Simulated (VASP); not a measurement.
# NaCl in VASP: further runs

The runs below take NaCl through single point, with PBEsol.

Program: VASP 6.6.1. These are calculated values, not measurements. Logs are shortened: lines on timing, memory, paths and dates and some standing lists are left out, and cuts for length are marked.

## Step 1: The cell of the first run

The structure is tetragonal, space group P4mm (No. 99). The conventional cell has a = 3.393 Å, b = 3.393 Å, c = 3.603 Å, α = 90.00°, β = 90.00°, γ = 90.00°. Na (site symmetry 4mm) has 8 Cl at 2.96 to 3.04 Å and 6 Na at 3.39 to 3.60 Å within 3.9 Å. Cl (site symmetry 4mm) has 8 Na at 2.96 to 3.04 Å and 6 Cl at 3.39 to 3.60 Å within 3.9 Å.

## Step 2: Single point, PBEsol (strained and its atoms moved)

The input, INCAR:

```
  PREC = Accurate
  ENCUT = 520
  EDIFF = 1E-6
  ISMEAR = 0
  SIGMA = 0.02
  LREAL = F
  LASPH = T
  NELM = 80
  ALGO = Normal
  ISIF = 2
  LWAVE = F
  LCHARG = F
  GGA = PS
  NBANDS = 14
```

The input, KPOINTS:

```
Automatic mesh
0
Gamma
  6 6 6
```

The input, POSCAR:

```
NaCl
1.0
    3.6032982253      0.0000000000      0.0000000000
    0.0000000000      3.3931668253      0.0000000000
    0.0000000000      0.0000000000      3.3931668253
Na Cl
1 1
Direct
   -0.0085660687      0.0000000000      0.0000000000
    0.5085660687      0.5000000000      0.5000000000
```

Potentials or basis: VASP PAW PBE potentials, release 64 (Na_pv, Cl).

The run is started by

```sh
> cat potpaw_PBE.64/Na_pv/POTCAR potpaw_PBE.64/Cl/POTCAR > POTCAR
> mpirun -np 1 vasp_std > vasp.out
```

OUTCAR:

```text
PREC = Accurate
   ENCUT = 520
   EDIFF = 1E-6
   ISMEAR = 0
   LREAL = F
   LASPH = T
   NELM = 80
   ISIF = 2
   GGA = PS

 ion  position               nearest neighbor table
   1  0.991  0.000  0.000-
   2  0.509  0.500  0.500-

  LATTYP: Found a simple tetragonal cell.
 ALAT       =     3.3931668253
 C/A-ratio  =     1.0619278128

  Lattice vectors:

 A1 = (   0.0000000000,   3.3931668253,   0.0000000000)
 A2 = (   0.0000000000,   0.0000000000,   3.3931668253)
 A3 = (   3.6032982253,   0.0000000000,   0.0000000000)

Analysis of symmetry for initial positions (statically):
=====================================================================
 Subroutine PRICEL returns:
 Original cell was already a primitive cell.

 Routine SETGRP: Setting up the symmetry group for a
 simple tetragonal supercell.

 Subroutine GETGRP returns: Found  8 space group operations
 (whereof  8 operations were pure point group operations)
 out of a pool of 16 trial point group operations.

The static configuration has the point symmetry C_4v.

Analysis of symmetry for dynamics (positions and initial velocities):
=====================================================================
 Subroutine PRICEL returns:
 Original cell was already a primitive cell.

 Routine SETGRP: Setting up the symmetry group for a
 simple tetragonal supercell.

 Subroutine GETGRP returns: Found  8 space group operations
 (whereof  8 operations were pure point group operations)
 out of a pool of 16 trial point group operations.

The dynamic configuration has the point symmetry C_4v.

 Subroutine INISYM returns: Found  8 space group operations
 (whereof  8 operations are pure point group operations),
 and found     1 'primitive' translations

----------------------------------------------------------------------------------------

                                     Primitive cell

  volume of cell :      41.4869

  direct lattice vectors                    reciprocal lattice vectors
     3.603298225  0.000000000  0.000000000     0.277523518  0.000000000  0.000000000
     0.000000000  3.393166825  0.000000000     0.000000000  0.294709943  0.000000000
     0.000000000  0.000000000  3.393166825     0.000000000  0.000000000  0.294709943

  length of vectors
     3.603298225  3.393166825  3.393166825     0.277523518  0.294709943  0.294709943

  position of ions in fractional coordinates (direct lattice)
     0.991433931  0.000000000  0.000000000
     0.508566069  0.500000000  0.500000000

  ion indices of the primitive-cell ions
   primitive index   ion index
                 1           1
                 2           2

----------------------------------------------------------------------------------------

 KPOINTS: Automatic mesh

Automatic generation of k-mesh.
 Grid dimensions read from file:
 generate k-points for:    6    6    6

 Generating k-lattice:

  Cartesian coordinates                     Fractional coordinates (reciprocal lattice)
     0.046253920  0.000000000  0.000000000     0.166666667  0.000000000  0.000000000
     0.000000000  0.049118324  0.000000000     0.000000000  0.166666667  0.000000000
     0.000000000  0.000000000  0.049118324     0.000000000  0.000000000  0.166666667

  Length of vectors
     0.046253920  0.049118324  0.049118324

  Shift w.r.t. Gamma in fractional coordinates (k-lattice)
     0.000000000  0.000000000  0.000000000

 Subroutine IBZKPT returns following result:
 ===========================================

 Found     40 irreducible k-points:

 Following reciprocal coordinates:
            Coordinates               Weight
  0.000000  0.000000  0.000000      1.000000
  0.166667  0.000000  0.000000      2.000000
  0.333333  0.000000  0.000000      2.000000
  0.500000  0.000000  0.000000      1.000000
  0.000000  0.166667  0.000000      4.000000
  0.166667  0.166667  0.000000      8.000000
[... 16 lines left out ...]
  0.333333  0.333333  0.166667     16.000000
  0.500000  0.333333  0.166667      8.000000
 [... further k-points ...]
   k-points           NKPTS =     40   k-points in BZ     NKDIM =     40   number of bands    NBANDS=     14
   number of dos      NEDOS =    301   number of ions     NIONS =      2
   total plane-waves  NPLWV =  21952
   dimension x,y,z NGX =    28 NGY =   28 NGZ =   28
   dimension x,y,z NGXF=    56 NGYF=   56 NGZF=   56
   ions per type =               1   1
   NGX,Y,Z   is equivalent  to a cutoff of  12.92, 13.72, 13.72 a.u.
   NGXF,Y,Z  is equivalent  to a cutoff of  25.84, 27.44, 27.44 a.u.
 SYSTEM =  unknown system
   PREC   = accura    normal or accurate (medium, high low for compatibility)
   ISTART =      0    job   : 0-new  1-cont  2-samecut
   ICHARG =      2    charge: 1-file 2-atom 10-const
   ISPIN  =      1    spin polarized calculation?
   LNONCOLLINEAR =      F non collinear calculations
   LSORBIT =      F    spin-orbit coupling
   LASPH  =      T    aspherical Exc in radial PAW
   ENCUT  =  520.0 eV  38.22 Ry    6.18 a.u.   6.70  6.31  6.31*2*pi/ulx,y,z
   NELM   =     80;   NELMIN=  2; NELMDL= -5     # of ELM steps
   EDIFF  = 0.1E-05   stopping-criterion for ELM
   LREAL  =      F    real-space projection
[... 7 lines left out ...]
   TEBEG  =    0.0;   TEEND  =   0.0 temperature during run
   PSTRESS=    0.0 pullay stress
   NELECT =      14.0000    total number of electrons
   NUPDOWN=      -1.0000    fix difference up-down
   EMIN   =  10.00;   EMAX   =-10.00  energy-range for DOS
   EFERMI =   0.00;   METHOD = LEGACY
   ISMEAR =     0;   SIGMA  =   0.02  broadening in eV -4-tet -1-fermi 0-gaus
   EFERMI_NEDOS =   21; number of points for ismear=-14 and -15
   IALGO  =     38    algorithm
   IMIX   =      4    mixing-type and parameters
     AMIX     =   0.40;   BMIX     =  1.00
     AMIX_MAG =   1.60;   BMIX_MAG =  1.00
  volume/ion in A,a.u.               =      20.74       139.98
  Fermi-wavevector in a.u.,A,eV,Ry     =   1.139761  2.153837 17.674732  1.299056
  Thomas-Fermi vector in A             =   2.276464
   LORBIT       =      0    0 simple, 1 ext, 2 COOP (PROOUT), +10 PAW based schemes
   GGA     = PS    functional components
   LHFCALC =     F    Hartree Fock is set to
   AEXX    =    0.0000 exact exchange contribution
   IVDW    =     0    specifies the selected vdW correction
   LEPSILON=     F    determine dielectric tensor
   LRPA    =     F    only Hartree local field effects (RPA)
 non-spin polarized calculation
 Gauss-broadening in eV      SIGMA  =   0.02
  energy-cutoff  :      520.00
  volume of cell :       41.49
 maximum number of plane-waves:      1144
 NGX is ok and might be reduce to    28
   NGX = 13   NGY = 13   NGZ = 13

 number of electron      14.0000005 magnetization

 Free energy of the ion-electron system (eV)
  ---------------------------------------------------
  ext. energy  EPLUGINS =         0.00000000
  ---------------------------------------------------
  free energy    TOTEN  =        -6.70490453 eV

  energy without entropy =       -6.70490453  energy(sigma->0) =       -6.70490453

 E-fermi :   0.9398     XC(G=0):  -8.7388

 val. band max:        0.7645350588   @ k =   0.5000   0.5000   0.0000
 cond. band min:       4.5214161189   @ k =   0.0000   0.0000   0.0000
 fundamental gap:      3.7568810601
 Fermi energy:         0.9397805012

 k-point     1 :       0.0000    0.0000    0.0000
  band No.  band energies     occupation
      1     -21.2525      2.00000
      2     -21.2525      2.00000
      3     -21.2426      2.00000
      4     -12.8720      2.00000
      5      -0.2398      2.00000
      6       0.2792      2.00000
      7       0.2792      2.00000
      8       4.5214      0.00000
      9       8.7807      0.00000
     10       9.2815      0.00000
     11      15.8836      0.00000
     12      16.3977      0.00000
     13      16.3977      0.00000
     14      16.8450      0.00000

 k-point     2 :       0.1667    0.0000    0.0000
  band No.  band energies     occupation
      1     -21.2517      2.00000
      2     -21.2517      2.00000
      3     -21.2515      2.00000
      4     -12.7963      2.00000
      5      -0.9856      2.00000
      6       0.3229      2.00000
      7       0.3229      2.00000
      8       5.3272      0.00000
      9       9.2257      0.00000
     10       9.5627      0.00000
     11      14.6714      0.00000
     12      14.6714      0.00000
     13      15.3853      0.00000
     14      17.4450      0.00000

 k-point     3 :       0.3333    0.0000    0.0000
  band No.  band energies     occupation
      1     -21.2694      2.00000
      2     -21.2503      2.00000
      3     -21.2503      2.00000
      4     -12.6372      2.00000
      5      -2.0879      2.00000
      6       0.4130      2.00000
      7       0.4130      2.00000
      8       6.7018      0.00000
      9       9.5618      0.00000
     10      10.3437      0.00000
     11      13.2774      0.00000
     12      13.2774      0.00000
     13      14.8855      0.00000
     14      15.8615      0.00000
[... 324 lines left out ...]
 k-point    23 :       0.3333    0.3333    0.1667
  band No.  band energies     occupation
      1     -21.2878      2.00000
      2     -21.2599      2.00000
      3     -21.2584      2.00000
      4     -12.2792      2.00000
      5      -1.5480      2.00000
      6      -1.3468      2.00000
      7      -0.0566      2.00000
      8       7.3116      0.00000
      9       9.4564      0.00000
     10      10.3331      0.00000
     11      12.2703      0.00000
     12      13.3753      0.00000
     13      14.3313      0.00000
     14      17.9921      0.00000

 k-point    24 :       0.5000    0.3333    0.1667
  band No.  band energies     occupation
      1     -21.2861      2.00000
      2     -21.2667      2.00000
      3     -21.2583      2.00000
      4     -12.2171      2.00000
      5      -1.8251      2.00000
      6      -1.3269      2.00000
      7       0.0144      2.00000
      8       6.9214      0.00000
      9       9.7516      0.00000
     10       9.9971      0.00000
     11      12.2963      0.00000
     12      14.3544      0.00000
     13      14.4619      0.00000
     14      17.2427      0.00000

 [... further k-points ...]
[... 5 lines left out ...]
  --------------------------------------------------------------------------------------
  -------------------------------------------------------------------------------------
  Total       -0.8544026      0.3349735      0.3349735      0.0000000      0.0000000      0.0000000
  in kB      -32.9960911     12.9363115     12.9363115      0.0000000      0.0000000      0.0000000
  external PRESSURE =      -2.3744894 kB  Pullay stress =       0.0000000 kB

 VOLUME and BASIS-vectors are now :
 -----------------------------------------------------------------------------
  energy-cutoff  :      520.00
  volume of cell :       41.49
      direct lattice vectors                 reciprocal lattice vectors
     3.603298225  0.000000000  0.000000000     0.277523518  0.000000000  0.000000000
     0.000000000  3.393166825  0.000000000     0.000000000  0.294709943  0.000000000
     0.000000000  0.000000000  3.393166825     0.000000000  0.000000000  0.294709943

 POSITION                                       TOTAL-FORCE (eV/Angst)
 -----------------------------------------------------------------------------------
      3.57243      0.00000      0.00000         0.023642      0.000000      0.000000
      1.83252      1.69658      1.69658        -0.023642      0.000000     -0.000000
 -----------------------------------------------------------------------------------
    total drift:                                0.000161      0.000000      0.000001

  FREE ENERGIE OF THE ION-ELECTRON SYSTEM (eV)
  ---------------------------------------------------
  free  energy   TOTEN  =        -6.7049045335 eV

  energy  without entropy=       -6.7049045335  energy(sigma->0) =       -6.70490453
```

Run time: 11 s. Hardware: 1 thread of AMD EPYC 9R45 (Zen 5), shared host; peak memory 0.12 GiB.

Results:

| Quantity | Value |
| --- | --- |
| Free energy | -6.7049 eV |
| Pressure | -0.2 GPa |
| Largest force | 0.024 eV/Å |
| Band gap on the k mesh | 3.76 eV, indirect (least direct gap 4.24 eV) |

Forces on the atoms (eV/Å):
```
Na   0.024  0.000  0.000
Cl  -0.024  0.000  0.000
```

Stress tensor (GPa, compression positive):
```
-3.30  0.00  0.00
 0.00  1.29  0.00
 0.00  0.00  1.29
```

Caveat: the cell differs from its parent crystal (strained and its atoms moved); the PAW data sets were made with another functional, which shifts forces and pressure a little. A k mesh can miss the band edges.

## Step 3: Single point, PBEsol (strained)

The input, INCAR:

```
SYSTEM = NaCl
ALGO     = Normal         ! electronic algorithm
EDIFF    = 1E-6           ! SCF threshold, eV
ENCUT    = 520            ! plane-wave cutoff, eV
GGA      = PS             ! functional
ISIF     = 2              ! what is computed and relaxed
ISMEAR   = 0              ! smearing method
LASPH    = .TRUE.         ! aspherical terms in the spheres
LCHARG   = .FALSE.        ! write CHGCAR
LREAL    = .FALSE.        ! projectors in reciprocal space
LWAVE    = .FALSE.        ! write WAVECAR
NBANDS   = 14             ! bands
NELM     = 100            ! most SCF steps
PREC     = Accurate       ! precision mode
SIGMA    = 0.02           ! smearing width, eV
```

The input, KPOINTS:

```
k-points
0
G
  6 6 6
  0 0 0
```

The input, POSCAR:

```
NaCl
1.0
    3.5557034632      0.0000000000      0.0000000000
    0.0000000000      3.6082363132      0.0000000000
    0.0000000000      0.0000000000      3.5557034632
Na Cl
1 1
Direct
    0.0000000000      0.0000000000      0.0000000000
    0.5000000000      0.5000000000      0.5000000000
```

Potentials or basis: VASP PAW PBE potentials, release 64 (Na_pv, Cl).

The run is started by

```sh
> cat potpaw_PBE.64/Na_pv/POTCAR potpaw_PBE.64/Cl/POTCAR > POTCAR
> mpirun -np 1 vasp_std > vasp.out
```

It took 11 s on 1 thread of AMD EPYC 9R45 (Zen 5), shared host; peak memory 0.13 GiB.

It converged, with:

```
Free energy            : -6.6911 eV
Pressure               : -2.4 GPa
Band gap on the k mesh : 3.63 eV, indirect (least direct gap 4.07 eV)
```

Stress tensor (GPa, compression positive):
```
-2.08  0.00  0.00
 0.00 -3.04  0.00
 0.00  0.00 -2.08
```

Levels at points of the mesh, in eV from the valence-band top:
| k point | band 4 | band 5 | band 6 | band 7 | band 8 | band 9 | band 10 | band 11 |
| --- | --- | --- | --- | --- | --- | --- | --- | --- |
| (0.00, 0.00, 0.00) | -13.20 | -0.56 | -0.44 | -0.44 | 3.63 | 8.37 | 8.50 | 14.85 |
| (0.50, 0.00, 0.00) | -12.88 | -2.77 | -0.32 | -0.22 | 6.52 | 8.10 | 10.36 | 11.41 |
| (0.00, 0.50, 0.00) | -12.91 | -2.77 | -0.24 | -0.24 | 6.56 | 8.01 | 10.37 | 11.65 |
| (0.50, 0.50, 0.00) | -12.66 | -2.16 | -2.11 | 0.00 | 5.38 | 9.61 | 10.40 | 10.53 |
| (0.50, 0.00, 0.50) | -12.64 | -2.12 | -2.12 | -0.08 | 5.46 | 9.49 | 10.44 | 10.44 |
| (0.50, 0.50, 0.50) | -12.42 | -1.74 | -1.74 | -1.70 | 6.93 | 6.93 | 6.94 | 11.18 |

Caveat: the cell differs from its parent crystal (strained); the PAW data sets were made with another functional, which shifts forces and pressure a little. A k mesh can miss the band edges.

## Step 4: Single point, PBEsol (strained)

The input, INCAR:

```
SYSTEM = NaCl
PREC = Accurate
ENCUT = 520
EDIFF = 1E-6
ISMEAR = 0
SIGMA = 0.02
LREAL = .False.
LASPH = .True.
NELM = 80
ALGO = Normal
ISIF = 2
LWAVE = .False.
LCHARG = .False.
GGA = PS
NBANDS = 14
```

The input, KPOINTS:

```
regular mesh
0
Gamma
  6 6 6
  0 0 0
```

The input, POSCAR:

```
NaCl
1.0
    3.4585176907      0.0000000000      0.0000000000
    0.0000000000      3.4585176907      0.0000000000
    0.0000000000      0.0000000000      3.4585176907
Na Cl
1 1
Direct
    0.0000000000      0.0000000000      0.0000000000
    0.5000000000      0.5000000000      0.5000000000
```

The run is started by

```sh
> cat potpaw_PBE.64/Na_pv/POTCAR potpaw_PBE.64/Cl/POTCAR > POTCAR
> mpirun -np 1 vasp_std > vasp.out
```

Run time: 9.6 s. Hardware: 1 thread of AMD EPYC 9R45 (Zen 5), shared host; peak memory 0.11 GiB.

It converged, with:

- Free energy: -6.7298 eV
- Pressure: -0.3 GPa
- Band gap on the k mesh: 3.96 eV, indirect (least direct gap 4.49 eV)

Levels at points of the mesh, in eV from the valence-band top:
```tsv
k point	band 3	band 4	band 5	band 6	band 7	band 8	band 9	band 10	band 11	band 12
(0.00, 0.00, 0.00)	-21.85	-13.51	-0.53	-0.53	-0.53	3.96	8.37	8.37	15.93	15.93
(0.50, 0.00, 0.00)	-21.85	-13.10	-3.17	-0.28	-0.28	6.86	8.74	10.36	11.86	11.86
(0.50, 0.50, 0.00)	-21.84	-12.81	-2.44	-2.44	0.00	5.41	9.81	11.11	11.11	12.58
(0.50, 0.50, 0.50)	-21.88	-12.50	-2.00	-2.00	-2.00	6.96	6.96	6.96	11.96	16.09
```

Caveat: the cell differs from its parent crystal (strained); the PAW data sets were made with another functional, which shifts forces and pressure a little. A k mesh can miss the band edges.

## Step 5: Single point, PBEsol (strained)

The input, INCAR:

```
SYSTEM = NaCl
  ALGO = Normal
  EDIFF = 1E-6
  ENCUT = 520
  GGA = PS
  ISIF = 2
  ISMEAR = 0
  LASPH = .TRUE.
  LCHARG = .FALSE.
  LREAL = .FALSE.
  LWAVE = .FALSE.
  NBANDS = 14
  NELM = 60
  PREC = Accurate
  SIGMA = 0.02
```

The input, KPOINTS:

```
k-points
0
G
  6 6 6
  0 0 0
```

The input, POSCAR:

```
NaCl
1.0
    3.4537547123      0.0000000000      0.0000000000
    0.0000000000      3.4537547123      0.0000000000
    0.0000000000      0.0000000000      3.4537547123
Na Cl
1 1
Direct
    0.0000000000      0.0000000000      0.0000000000
    0.5000000000      0.5000000000      0.5000000000
```

The run is started by

```sh
> cat potpaw_PBE.64/Na_pv/POTCAR potpaw_PBE.64/Cl/POTCAR > POTCAR
> mpirun -np 1 vasp_std > vasp.out
```

It took 9.2 s on 1 thread of AMD EPYC 9R45 (Zen 5), shared host; peak memory 0.12 GiB.

It converged, with:

- Free energy: -6.7300 eV
- Pressure: -0.2 GPa
- Band gap on the k mesh: 3.97 eV, indirect (least direct gap 4.51 eV)

Levels at points of the mesh, in eV from the valence-band top:
| k point | band 3 | band 4 | band 5 | band 6 | band 7 | band 8 | band 9 | band 10 | band 11 | band 12 |
| --- | --- | --- | --- | --- | --- | --- | --- | --- | --- | --- |
| (0.00, 0.00, 0.00) | -21.85 | -13.52 | -0.54 | -0.54 | -0.54 | 3.97 | 8.36 | 8.36 | 15.97 | 15.97 |
| (0.50, 0.00, 0.00) | -21.84 | -13.11 | -3.19 | -0.28 | -0.28 | 6.87 | 8.77 | 10.36 | 11.86 | 11.86 |
| (0.50, 0.50, 0.00) | -21.84 | -12.81 | -2.46 | -2.46 | 0.00 | 5.41 | 9.82 | 11.14 | 11.14 | 12.59 |
| (0.50, 0.50, 0.50) | -21.88 | -12.51 | -2.01 | -2.01 | -2.01 | 6.96 | 6.96 | 6.96 | 11.99 | 16.13 |

Caveat: the cell differs from its parent crystal (strained); the PAW data sets were made with another functional, which shifts forces and pressure a little.

## Step 6: Overview

| cell | gap on the mesh (eV) | pressure (GPa) |
| --- | --- | --- |
| a = 3.603, b = 3.393, c = 3.393 Å, 2 atoms | 3.76 | -0.2 |
| a = 3.556, b = 3.608 Å, 2 atoms | 3.63 | -2.4 |
| a = 3.459 Å, 2 atoms | 3.96 | -0.3 |
| a = 3.454 Å, 2 atoms | 3.97 | -0.2 |

Alike in all rows: task single point; level PBEsol; potentials or basis VASP PAW PBE potentials, release 64 (Na_pv, Cl); no spin polarisation; k mesh 6 × 6 × 6; cutoff (eV) 520; smearing gaussian 0.02 eV.

Caveats: the PAW data sets were made with another functional, which shifts forces and pressure a little.

Total energies depend on the potentials used, so only differences within one code and one set of settings carry meaning.
